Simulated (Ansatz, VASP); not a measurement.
# Two plane-wave programs on Bi

INCAR

```
SYSTEM = Bi
PREC = Accurate
ENCUT = 520
EDIFF = 1E-8
ISMEAR = -1
SIGMA = 0.03
LREAL = .False.
LASPH = .True.
NELM = 80
ALGO = Normal
ISIF = 2
LWAVE = .False.
LCHARG = .False.
GGA = PS
LEFG = .True.
NBANDS = 22
```

KPOINTS

```
Automatic mesh
0
Gamma
  9 9 3
  0 0 0
```

POSCAR

```
Bi
1.0
    4.5765144001      0.0000000000      0.0000000000
   -2.2882572001      3.9633777313      0.0000000000
    0.0000000000      0.0000000000     11.9267647641
Bi
2
Direct
    0.3333333333      0.6666666667      0.2500000000
    0.6666666667      0.3333333333      0.7500000000
```

Input for Ansatz:

```yaml
crystal:
  lattice:
    - [4.5765144001, 0.0, 0.0]
    - [-2.2882572001, 3.9633777313, 0.0]
    - [0.0, 0.0, 11.9267647641]
  atoms:
    - { symbol: Bi, position: [0.3333333333, 0.6666666667, 0.25] }
    - { symbol: Bi, position: [0.6666666667, 0.3333333333, 0.75] }
kpoints:
  mp_grid: { grid: [9, 9, 3] }
scf:
  occupations: { method: fermi_dirac, width: 0.03 }
hamiltonian:
  xc: pbesol
  pseudopotentials: { kind: paw }
output:
  forces: true
  stress: true
  eigenvalues: true
  efg: { contact_densities: true }
```

Change from the starting cell: volume scaled by 1.025, PAW files.

Alike in both runs: task electric field gradients; functional PBEsol; k mesh 9 × 9 × 3; occupations fermi-dirac, width 0.03 eV; no spin polarisation.

|  | VASP | Ansatz |
| --- | --- | --- |
| version | VASP 6.6.1 | Ansatz 0.2.0 |
| potentials or method | VASP PAW PBE potentials, release 64 (Bi_d) | PAW with Ansatz's default frozen-core files, scalar-relativistic |
| plane-wave cutoff (eV) | 520 | 420 |
| valence electrons in the cell | 30 | 30 |

```csv
,VASP,Ansatz,Ansatz less VASP
pressure (GPa),-3.4,-3.4,+0.02
"traceless stress, the component that is largest in VASP (GPa)",3.05,3.05,0.000
size of Vzz on the site where it differs most (V/Å²),130.1,124.2,-5.91
```

VASP's potentials were made for PBE, not for PBEsol.

Spin-orbit coupling is off throughout.
